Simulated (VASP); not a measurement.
Here is a VASP 6.6.1 calculation.

The input POSCAR:

```
Sn
1.0
    0.0000000000      3.2841157112      3.2841157112
    3.2841157112      0.0000000000      3.2841157112
    3.2841157112      3.2841157112      0.0000000000
Sn
2
Direct
    0.0000000000      0.0000000000      0.0000000000
    0.2500000000      0.2500000000      0.2500000000
```

INCAR.step1

```
SYSTEM = Sn
PREC     = Accurate       ! precision mode
ENCUT    = 520            ! plane-wave cutoff, eV
ISMEAR   = -1             ! smearing method
SIGMA    = 0.05           ! smearing width, eV
LREAL    = .FALSE.        ! projectors in reciprocal space
LASPH    = .TRUE.         ! aspherical terms in the spheres
NELM     = 100            ! most SCF steps
NBANDS   = 21             ! bands
GGA      = PE             ! functional
ALGO     = Normal         ! electronic algorithm
EDIFF    = 1E-4           ! SCF threshold, eV
LWAVE    = .TRUE.         ! write WAVECAR
LCHARG   = .FALSE.        ! write CHGCAR
```

The input INCAR.step2:

```
SYSTEM = Sn
PREC     = Accurate       ! precision mode
ENCUT    = 520            ! plane-wave cutoff, eV
EDIFF    = 1E-6           ! SCF threshold, eV
ISMEAR   = -1             ! smearing method
SIGMA    = 0.05           ! smearing width, eV
LREAL    = .FALSE.        ! projectors in reciprocal space
LASPH    = .TRUE.         ! aspherical terms in the spheres
NELM     = 100            ! most SCF steps
ALGO     = Normal         ! electronic algorithm
ISIF     = 2              ! what is computed and relaxed
LWAVE    = .FALSE.        ! write WAVECAR
LCHARG   = .TRUE.         ! write CHGCAR
METAGGA  = R2SCAN         ! meta-GGA
LMIXTAU  = .TRUE.       
LELF     = .TRUE.         ! ELF
LVHAR    = .TRUE.       
NBANDS   = 21             ! bands
ISTART   = 1
```

Contents of KPOINTS:

```
regular mesh
0
G
  10 10 10
  0 0 0
```

Potentials or basis: VASP PAW PBE potentials, release 64 (Sn_d).

Launch:

```sh
$ cat potpaw_PBE.64/Sn_d/POTCAR > POTCAR
$ cp INCAR.step1 INCAR
$ mpirun -np 1 vasp_std > vasp.out
$ cp INCAR.step2 INCAR
$ mpirun -np 1 vasp_std > vasp.out
```

Question: Predict the pressure.

Answer: -0.1 GPa.

Question: Estimate the band gap on the k mesh.

Answer: Zero (filled and empty bands touch).

Caveat: the PAW data sets were made with another functional, which shifts forces and pressure a little; spin-orbit coupling is left out, which moves the levels of the heavy elements.
